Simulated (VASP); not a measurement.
# C (R-3m) in VASP: further runs

Runs on C. Level: LDA. Tasks: single point.

All numbers are computed with VASP 6.6.1; they aren't measurements. Logs are shortened: lines on timing, memory, paths and dates and some standing lists are left out, and cuts for length are marked.

## Step 1: The cell of the first run

Symmetry: R-3m, No. 166, trigonal system. Conventional cell: a = 2.396 Å, b = 2.396 Å, c = 20.589 Å, α = 90.00°, β = 90.00°, γ = 120.00°. C (site symmetry 3m) has 3 C at 1.38 Å within 1.8 Å. C (site symmetry 3m) has 3 C at 1.38 Å within 1.8 Å.

## Step 2: Single point, LDA (biaxial strain in the a-b plane: -2.0 %, then relaxed in part)

Contents of INCAR:

```
SYSTEM = C
PREC = Accurate ; ENCUT = 520
EDIFF = 1E-6 ; ISMEAR = 0
SIGMA = 0.01 ; LREAL = .FALSE.
LASPH = .TRUE. ; NELM = 80
ALGO = Normal ; ISIF = 2
LWAVE = .FALSE. ; LCHARG = .TRUE.
LELF = .TRUE. ; LVHAR = .TRUE.
NBANDS = 36
```

Contents of KPOINTS:

```
regular mesh
0
G
  18 18 2
  0 0 0
```

Contents of POSCAR:

```
C
1.0
    2.3959115195      0.0000000000      0.0000000000
   -1.1979557597      2.0749202411      0.0000000000
    0.0000000000      0.0000000000     20.5889383704
C
12
Direct
    0.0000000000      0.0000000000      0.9196235452
    0.3333333333      0.6666666667      0.9196006469
    0.0000000000      0.0000000000      0.7470660197
    0.3333333333      0.6666666667      0.7470431214
    0.6666666667      0.3333333333      0.2529568786
    0.0000000000      0.0000000000      0.2529339803
    0.6666666667      0.3333333333      0.0803993531
    0.0000000000      0.0000000000      0.0803764548
    0.3333333333      0.6666666667      0.5862902119
    0.6666666667      0.3333333333      0.5862673136
    0.3333333333      0.6666666667      0.4137326864
    0.6666666667      0.3333333333      0.4137097881
```

Potentials or basis: VASP PAW LDA potentials, release 64 (C).

On the command line:

```console
$ cat potpaw_LDA.64/C/POTCAR > POTCAR
$ mpirun -np 1 vasp_std > vasp.out
```

OUTCAR:

```text
SYSTEM = C
   PREC = Accurate
   ENCUT = 520
   EDIFF = 1E-6
   ISMEAR = 0
   LREAL = .FALSE.
   LASPH = .TRUE.
   NELM = 80
   ISIF = 2

 ion  position               nearest neighbor table
   1  0.000  0.000  0.920-   2 1.38   2 1.38   2 1.38
   2  0.333  0.667  0.920-   1 1.38   1 1.38   1 1.38
   3  0.000  0.000  0.747-   4 1.38   4 1.38   4 1.38
   4  0.333  0.667  0.747-   3 1.38   3 1.38   3 1.38
   5  0.667  0.333  0.253-   6 1.38   6 1.38   6 1.38
   6  0.000  0.000  0.253-   5 1.38   5 1.38   5 1.38
   7  0.667  0.333  0.080-   8 1.38   8 1.38   8 1.38
   8  0.000  0.000  0.080-   7 1.38   7 1.38   7 1.38
   9  0.333  0.667  0.586-  10 1.38  10 1.38  10 1.38
  10  0.667  0.333  0.586-   9 1.38   9 1.38   9 1.38
  11  0.333  0.667  0.414-  12 1.38  12 1.38  12 1.38
  12  0.667  0.333  0.414-  11 1.38  11 1.38  11 1.38

  LATTYP: Found a hexagonal cell.
 ALAT       =     2.3959115195
 C/A-ratio  =     8.5933634038

  Lattice vectors:

 A1 = (   2.3959115195,   0.0000000000,   0.0000000000)
 A2 = (  -1.1979557597,   2.0749202411,   0.0000000000)
 A3 = (   0.0000000000,   0.0000000000,  20.5889383704)

Analysis of symmetry for initial positions (statically):
=====================================================================
 Subroutine PRICEL returns following result:

  LATTYP: Found a trigonal (rhomboedric) cell.
 ALAT       =     7.0009964303
 COS(alpha) =     0.9414412439

  Lattice vectors:

 A1 = (   1.1979557596,  -0.6916400803,  -6.8629794561)
 A2 = (  -1.1979557595,  -0.6916400805,  -6.8629794582)
 A3 = (  -0.0000000001,   1.3832801608,  -6.8629794561)

   3 primitive cells build up your supercell.

 Routine SETGRP: Setting up the symmetry group for a
 hexagonal supercell.

 Subroutine GETGRP returns: Found 12 space group operations
 (whereof 12 operations were pure point group operations)
 out of a pool of 24 trial point group operations.

The static configuration has the point symmetry D_3d.

Analysis of symmetry for dynamics (positions and initial velocities):
=====================================================================
 Subroutine PRICEL returns following result:

  LATTYP: Found a trigonal (rhomboedric) cell.
 ALAT       =     7.0009964303
 COS(alpha) =     0.9414412439

  Lattice vectors:

 A1 = (   1.1979557596,  -0.6916400803,  -6.8629794561)
 A2 = (  -1.1979557595,  -0.6916400805,  -6.8629794582)
 A3 = (  -0.0000000001,   1.3832801608,  -6.8629794561)

   3 primitive cells build up your supercell.

 Routine SETGRP: Setting up the symmetry group for a
 hexagonal supercell.

 Subroutine GETGRP returns: Found 12 space group operations
 (whereof 12 operations were pure point group operations)
 out of a pool of 24 trial point group operations.

The dynamic configuration has the point symmetry D_3d.

 Subroutine INISYM returns: Found 12 space group operations
 (whereof 12 operations are pure point group operations),
 and found     3 'primitive' translations

----------------------------------------------------------------------------------------

                                     Primitive cell

  volume of cell :      34.1181

  direct lattice vectors                    reciprocal lattice vectors
     1.197955760 -0.691640080 -6.862979456     0.417377684 -0.240973118 -0.048569770
    -1.197955760 -0.691640081 -6.862979458    -0.417377684 -0.240973118 -0.048569770
    -0.000000000  1.383280161 -6.862979456     0.000000000  0.481946236 -0.048569770

  length of vectors
     7.000996430  7.000996432  7.000996430     0.484387445  0.484387445  0.484387445

  position of ions in fractional coordinates (direct lattice)
     0.080376455  0.080376455  0.080376455
     0.747066020  0.747066020  0.747066020
     0.252933980  0.252933980  0.252933980
     0.919623545  0.919623545  0.919623545

  ion indices of the primitive-cell ions
   primitive index   ion index
                 1           1
                 2           6
                 3           3
                 4           8

[... 61 lines left out ...]
      3     -14.8579      2.00000
      4     -14.7121      2.00000
      5     -14.7121      2.00000
      6     -14.6502      2.00000
[... 28 lines left out ...]
     35      13.9529      0.00000
     36      15.0456      0.00000

 k-point     4 :       0.1667   -0.0000    0.0000
  band No.  band energies     occupation
      1     -14.5319      2.00000
      2     -14.4769      2.00000
      3     -14.4769      2.00000
      4     -14.3345      2.00000
      5     -14.3345      2.00000
      6     -14.2742      2.00000
[... 28 lines left out ...]
     35      14.0262      0.00000
     36      14.8677      0.00000

 k-point     5 :       0.2222    0.0000    0.0000
  band No.  band energies     occupation
      1     -13.9990      2.00000
      2     -13.9459      2.00000
      3     -13.9459      2.00000
      4     -13.8084      2.00000
      5     -13.8083      2.00000
      6     -13.7502      2.00000
[... 655 lines left out ...]
 k-point    22 :       0.2778    0.1111    0.0000
  band No.  band energies     occupation
      1     -12.2734      2.00000
      2     -12.2261      2.00000
      3     -12.2260      2.00000
      4     -12.1041      2.00000
      5     -12.1040      2.00000
      6     -12.0529      2.00000
[... 28 lines left out ...]
     35      14.5942      0.00000
     36      14.6480      0.00000

 k-point    23 :       0.3333    0.1111    0.0000
  band No.  band energies     occupation
      1     -11.3181      2.00000
      2     -11.2741      2.00000
      3     -11.2737      2.00000
      4     -11.1605      2.00000
      5     -11.1602      2.00000
      6     -11.1128      2.00000
[... 28 lines left out ...]
     35      14.5282      0.00000
     36      14.5387      0.00000

 k-point    24 :       0.3889    0.1111    0.0000
  band No.  band energies     occupation
      1     -10.2442      2.00000
      2     -10.2040      2.00000
      3     -10.2027      2.00000
      4     -10.1008      2.00000
      5     -10.0994      2.00000
      6     -10.0565      2.00000
[... 28 lines left out ...]
     35      14.5998      0.00000
     36      14.7097      0.00000

 [... further k-points ...]

------------------------ aborting loop because EDIFF is reached ----------------------------------------

  FORCE on cell =-STRESS in cart. coord.  units (eV):
  Direction    XX          YY          ZZ          XY          YZ          ZX
  --------------------------------------------------------------------------------------
  -------------------------------------------------------------------------------------
  Total       18.6439117     18.6439117     -0.0950228      0.0000000      0.0000000     -0.0000000
  in kB      291.8377601    291.8377601     -1.4874159      0.0000000      0.0000000     -0.0000000
  external PRESSURE =     194.0627014 kB  Pullay stress =       0.0000000 kB

 VOLUME and BASIS-vectors are now :
 -----------------------------------------------------------------------------
  energy-cutoff  :      520.00
  volume of cell :      102.35
      direct lattice vectors                 reciprocal lattice vectors
     2.395911519  0.000000000  0.000000000     0.417377684  0.240973118  0.000000000
    -1.197955760  2.074920241  0.000000000     0.000000000  0.481946236  0.000000000
     0.000000000  0.000000000 20.588938370     0.000000000  0.000000000  0.048569770

 POSITION                                       TOTAL-FORCE (eV/Angst)
 -----------------------------------------------------------------------------------
      0.00000      0.00000     18.93407         0.000000      0.000000     -0.000270
     -0.00000      1.38328     18.93360         0.000000      0.000000     -0.000647
      0.00000      0.00000     15.38130        -0.000000     -0.000000      0.000647
     -0.00000      1.38328     15.38082        -0.000000     -0.000000      0.000270
      1.19796      0.69164      5.20811         0.000000      0.000000     -0.000270
      0.00000      0.00000      5.20764         0.000000     -0.000000     -0.000647
      1.19796      0.69164      1.65534        -0.000000      0.000000      0.000647
      0.00000      0.00000      1.65487        -0.000000     -0.000000      0.000270
     -0.00000      1.38328     12.07109         0.000000      0.000000     -0.000270
      1.19796      0.69164     12.07062        -0.000000      0.000000     -0.000647
     -0.00000      1.38328      8.51832        -0.000000     -0.000000      0.000647
      1.19796      0.69164      8.51785        -0.000000     -0.000000      0.000270
 -----------------------------------------------------------------------------------
    total drift:                               -0.000000      0.000000      0.000000

  FREE ENERGIE OF THE ION-ELECTRON SYSTEM (eV)
  ---------------------------------------------------
  free  energy   TOTEN  =      -120.8945630542 eV

  energy  without entropy=     -120.8945630542  energy(sigma->0) =     -120.89456305
```

It took 2.3 min on 1 thread of Intel Xeon 6975P-C (Granite Rapids), shared host; peak memory 0.29 GiB.

What came out:

```
Free energy : -120.8946 eV
Pressure    : 19.4 GPa
```

Caveat: the cell differs from its parent crystal (biaxial strain in the a-b plane: -2.0 %, then relaxed in part); the cell stands under pressure.

## Step 3: Single point, LDA (biaxial strain in the a-b plane: -3.0 %)

Contents of INCAR:

```
ALGO = Normal
EDIFF = 1E-6
ENCUT = 520
ISIF = 2
ISMEAR = 0
LASPH = T
LCHARG = T
LELF = T
LREAL = F
LVHAR = T
LWAVE = F
NBANDS = 36
NELM = 60
PREC = Accurate
SIGMA = 0.01
```

Contents of KPOINTS:

```
k-points
0
Gamma
  18 18 2
```

POSCAR, as its differences from that of step 2:

```diff
@@ -2,5 +2,5 @@
 1.0
-    2.3959115195      0.0000000000      0.0000000000
-   -1.1979557597      2.0749202411      0.0000000000
-    0.0000000000      0.0000000000     20.5889383704
+    2.3714634428      0.0000000000      0.0000000000
+   -1.1857317214      2.0537475856      0.0000000000
+    0.0000000000      0.0000000000     21.1001884593
 C
```

Potentials or basis: VASP PAW LDA potentials, release 64 (C).

On the command line:

```console
$ cat potpaw_LDA.64/C/POTCAR > POTCAR
$ mpirun -np 1 vasp_std > vasp.out
```

It took 2.1 min on 1 thread of Intel Xeon 6975P-C (Granite Rapids), shared host; peak memory 0.29 GiB.

The run converged. Its results:

```yaml
Free_energy: -120.4054 eV
Pressure: 29.2 GPa
Largest_force: 0.004 eV/Å
```

Forces on the atoms (eV/Å):
```
C    0.000  0.000  0.000
C    0.000  0.000  0.004
C    0.000  0.000 -0.004
C    0.000  0.000  0.000
C    0.000  0.000  0.000
C    0.000  0.000  0.004
C    0.000  0.000 -0.004
C    0.000  0.000  0.000
C    0.000  0.000  0.000
C    0.000  0.000  0.004
C    0.000  0.000 -0.004
C    0.000  0.000  0.000
```

Stress tensor (GPa, compression positive):
```
44.22  0.00  0.00
 0.00 44.22  0.00
 0.00  0.00 -0.79
```

Caveat: the cell differs from its parent crystal (biaxial strain in the a-b plane: -3.0 %); the cell stands under pressure.

## Step 4: Single point, LDA

This run uses another cell than the first one: it holds 4 atoms, not 12.

Contents of INCAR:

```
PREC = Accurate ; ENCUT = 520
EDIFF = 1E-7 ; ISMEAR = 0
SIGMA = 0.01 ; LREAL = False
LASPH = True ; NELM = 80
ALGO = Normal ; ISIF = 2
LWAVE = False ; LCHARG = True
LELF = True ; LVHAR = True
NBANDS = 16
```

Contents of KPOINTS:

```
regular mesh
0
Gamma
  18 18 18
```

Contents of POSCAR:

```
C
1.0
    1.2224038365      0.7057551840      6.9090335492
   -1.2224038365      0.7057551840      6.9090335492
    0.0000000000     -1.4115103681      6.9090335492
C
4
Direct
    0.9196872138      0.9196872138      0.9196872138
    0.2529944418      0.2529944418      0.2529944418
    0.7470055582      0.7470055582      0.7470055582
    0.0803127862      0.0803127862      0.0803127862
```

On the command line:

```console
$ cat potpaw_LDA.64/C/POTCAR > POTCAR
$ mpirun -np 1 vasp_std > vasp.out
```

Wall time 38 min (1 thread of AMD EPYC 7R13, shared host); peak memory 0.42 GiB.

It converged, with:

- Free energy: -40.4291 eV
- Pressure: 0.8 GPa

Stress tensor (GPa, compression positive):
```
 1.23  0.00  0.00
 0.00  1.23  0.00
 0.00  0.00 -0.18
```

## Step 5: Single point, LDA (biaxial strain in the a-b plane: -2.0 %)

Contents of INCAR:

```
SYSTEM = C
PREC = Accurate ; ENCUT = 520
EDIFF = 1E-7 ; ISMEAR = 0
SIGMA = 0.01 ; LREAL = .False.
LASPH = .True. ; NELM = 60
ALGO = Normal ; ISIF = 2
LWAVE = .False. ; LCHARG = .False.
NBANDS = 36
```

Contents of KPOINTS:

```
regular mesh
0
Gamma
  18 18 2
  0 0 0
```

Contents of POSCAR:

```
C
1.0
    2.3959115195      0.0000000000      0.0000000000
   -1.1979557597      2.0749202411      0.0000000000
    0.0000000000      0.0000000000     20.9758258554
C
12
Direct
    0.0000000000      0.0000000000      0.9196808272
    0.3333333333      0.6666666667      0.9196567464
    0.0000000000      0.0000000000      0.7470099202
    0.3333333333      0.6666666667      0.7469858394
    0.6666666667      0.3333333333      0.2530141606
    0.0000000000      0.0000000000      0.2529900798
    0.6666666667      0.3333333333      0.0803432536
    0.0000000000      0.0000000000      0.0803191728
    0.3333333333      0.6666666667      0.5863474939
    0.6666666667      0.3333333333      0.5863234131
    0.3333333333      0.6666666667      0.4136765869
    0.6666666667      0.3333333333      0.4136525061
```

On the command line:

```console
$ cat potpaw_LDA.64/C/POTCAR > POTCAR
$ mpirun -np 1 vasp_std > vasp.out
```

Wall time 2.3 min (1 thread of AMD EPYC 9R45 (Zen 5), shared host); peak memory 0.26 GiB.

Results (log left out):

```yaml
Free_energy: -120.8918 eV
Pressure: 18.9 GPa
```

Forces in eV/Å, atoms in the order of the input:
```
C    0.000  0.000 -0.001
C    0.000  0.000  0.003
C    0.000  0.000 -0.003
C    0.000  0.000  0.001
C    0.000  0.000 -0.001
C    0.000  0.000  0.003
C    0.000  0.000 -0.003
C    0.000  0.000  0.001
C    0.000  0.000 -0.001
C    0.000  0.000  0.003
C    0.000  0.000 -0.003
C    0.000  0.000  0.001
```

Stress tensor (GPa, compression positive):
```
28.71  0.00  0.00
 0.00 28.71  0.00
 0.00  0.00 -0.60
```

Caveat: the cell differs from its parent crystal (biaxial strain in the a-b plane: -2.0 %); the cell stands under pressure.

## Step 6: Single point, LDA (biaxial strain in the a-b plane: -1.0 %, then relaxed in part)

Contents of INCAR:

```
SYSTEM = C
PREC = Accurate
ENCUT = 520
EDIFF = 1E-7
ISMEAR = 0
SIGMA = 0.01
LREAL = .False.
LASPH = .True.
NELM = 100
ALGO = Normal
ISIF = 2
LWAVE = .False.
LCHARG = .False.
NBANDS = 36
```

KPOINTS is that of step 5.

POSCAR, as its differences from that of step 5:

```diff
@@ -2,5 +2,5 @@
 1.0
-    2.3959115195      0.0000000000      0.0000000000
-   -1.1979557597      2.0749202411      0.0000000000
-    0.0000000000      0.0000000000     20.9758258554
+    2.4203595962      0.0000000000      0.0000000000
+   -1.2101797981      2.0960928966      0.0000000000
+    0.0000000000      0.0000000000     20.6419607713
 C
```

Potentials or basis: VASP PAW LDA potentials, release 64 (C).

On the command line:

```console
$ cat potpaw_LDA.64/C/POTCAR > POTCAR
$ mpirun -np 1 vasp_std > vasp.out
```

Run time: 2.3 min. Hardware: 1 thread of AMD EPYC 9R45 (Zen 5), shared host; peak memory 0.26 GiB.

Results (log left out):

| Property | Result |
| --- | --- |
| Free energy | -121.1820 eV |
| Pressure | 9.6 GPa |

Stress tensor (GPa, compression positive):
```
14.52  0.00  0.00
 0.00 14.52  0.00
 0.00  0.00 -0.13
```

Caveat: the cell differs from its parent crystal (biaxial strain in the a-b plane: -1.0 %, then relaxed in part); the cell stands under pressure.

## Step 7: Single point, LDA (biaxial strain in the a-b plane: -1.0 %)

Contents of INCAR:

```
PREC = Accurate ; ENCUT = 520
EDIFF = 1E-6 ; ISMEAR = 0
SIGMA = 0.01 ; LREAL = False
LASPH = True ; NELM = 60
ALGO = Normal ; ISIF = 2
LWAVE = False ; LCHARG = False
GGA = CA ; NBANDS = 36
```

Contents of KPOINTS:

```
regular mesh
0
Gamma
  18 18 2
```

Contents of POSCAR:

```
C
1.0
    2.4203595962      0.0000000000      0.0000000000
   -1.2101797981      2.0960928966      0.0000000000
    0.0000000000      0.0000000000     20.8514632515
C
12
Direct
    0.0000000000      0.0000000000      0.9196872138
    0.3333333333      0.6666666667      0.9196611085
    0.0000000000      0.0000000000      0.7470055582
    0.3333333333      0.6666666667      0.7469794529
    0.6666666667      0.3333333333      0.2530205471
    0.0000000000      0.0000000000      0.2529944418
    0.6666666667      0.3333333333      0.0803388915
    0.0000000000      0.0000000000      0.0803127862
    0.3333333333      0.6666666667      0.5863538805
    0.6666666667      0.3333333333      0.5863277751
    0.3333333333      0.6666666667      0.4136722249
    0.6666666667      0.3333333333      0.4136461195
```

On the command line:

```console
$ cat potpaw_LDA.64/C/POTCAR > POTCAR
$ mpirun -np 1 vasp_std > vasp.out
```

Run time: 2.1 min. Hardware: 1 thread of AMD EPYC 9R45 (Zen 5), shared host; peak memory 0.26 GiB.

The run converged. Its results:

- Free energy: -121.1811 eV
- Pressure: 9.5 GPa

Forces in eV/Å, atoms in the order of the input:
```
C    0.000  0.000 -0.001
C    0.000  0.000  0.002
C    0.000  0.000 -0.002
C    0.000  0.000  0.001
C    0.000  0.000 -0.001
C    0.000  0.000  0.002
C    0.000  0.000 -0.002
C    0.000  0.000  0.001
C    0.000  0.000 -0.001
C    0.000  0.000  0.002
C    0.000  0.000 -0.002
C    0.000  0.000  0.001
```

Stress tensor (GPa, compression positive):
```
14.40  0.00  0.00
 0.00 14.40  0.00
 0.00  0.00 -0.39
```

Caveat: the cell differs from its parent crystal (biaxial strain in the a-b plane: -1.0 %); the cell stands under pressure.

## Step 8: Overview

| cell | k mesh | pressure (GPa) |
| --- | --- | --- |
| a = 2.396, b = 2.396, c = 20.589 Å, angles 90.0, 90.0, 120.0°, 12 atoms, atomic positions A | 18 × 18 × 2 | 19.4 |
| a = 2.371, b = 2.371, c = 21.100 Å, angles 90.0, 90.0, 120.0°, 12 atoms, atomic positions A | 18 × 18 × 2 | 29.2 |
| a = 7.052 Å, angles 20.0°, 4 atoms, atomic positions B | 18 × 18 × 18 | 0.8 |
| a = 2.396, b = 2.396, c = 20.976 Å, angles 90.0, 90.0, 120.0°, 12 atoms, atomic positions A | 18 × 18 × 2 | 18.9 |
| a = 2.420, b = 2.420, c = 20.642 Å, angles 90.0, 90.0, 120.0°, 12 atoms, atomic positions A | 18 × 18 × 2 | 9.6 |
| a = 2.420, b = 2.420, c = 20.851 Å, angles 90.0, 90.0, 120.0°, 12 atoms, atomic positions A | 18 × 18 × 2 | 9.5 |

Alike in all rows: task single point; level LDA; potentials or basis VASP PAW LDA potentials, release 64 (C); no spin polarisation; cutoff (eV) 520; smearing gaussian 0.01 eV.

Caveats: the cell stands under pressure (at least some runs).

Absolute energies hang on the potentials; compare differences alone.
